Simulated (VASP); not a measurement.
Here is a VASP 6.6.1 calculation.

The input INCAR:

```
PREC = Accurate
ENCUT = 520
EDIFF = 1E-6
ISMEAR = 0
SIGMA = 0.05
LREAL = False
LASPH = True
NELM = 80
ALGO = Normal
ISIF = 2
LWAVE = False
LCHARG = False
NBANDS = 36
```

The input KPOINTS:

```
regular mesh
0
Gamma
  9 9 2
```

File POSCAR:

```
MgO
1.0
    2.1351500000     -2.1351500000      0.0000000000
    2.1351500000      0.0000000000     -2.1351500000
    8.4539974596      8.4539974596      8.4539974596
Mg O
6 6
Direct
    0.6666666667      0.6666666667      0.0420934990
    0.0000000000      0.0000000000      0.8839634783
    0.3333333333      0.3333333333      0.2104674948
    0.6666666667      0.6666666667      0.5472154866
    0.0000000000      0.0000000000      0.3788414907
    0.3333333333      0.3333333333      0.7155894824
    0.6666666667      0.6666666667      0.2946544928
    0.0000000000      0.0000000000      0.1262804969
    0.3333333333      0.3333333333      0.4630284886
    0.6666666667      0.6666666667      0.7997764804
    1.0000000000      1.0000000000      0.6314024845
    0.3333333333      0.3333333333      0.9681504762
```

Potentials or basis: VASP PAW LDA potentials, release 64 (Mg, O).

The run is started by

```sh
$ cat potpaw_LDA.64/Mg/POTCAR potpaw_LDA.64/O/POTCAR > POTCAR
$ mpirun -np 1 vasp_std > vasp.out
```

(1) Estimate the largest force.

(2) What does it give for the pressure?

Answers

(1) 1.473 eV/Å.

(2) -11.7 GPa.

Caveat: the cell differs from its parent crystal (the distance across one plane changed); the cell stands under tension; forces of over 1 eV/Å act on the atoms, so gaps and moduli don't describe the material at rest.
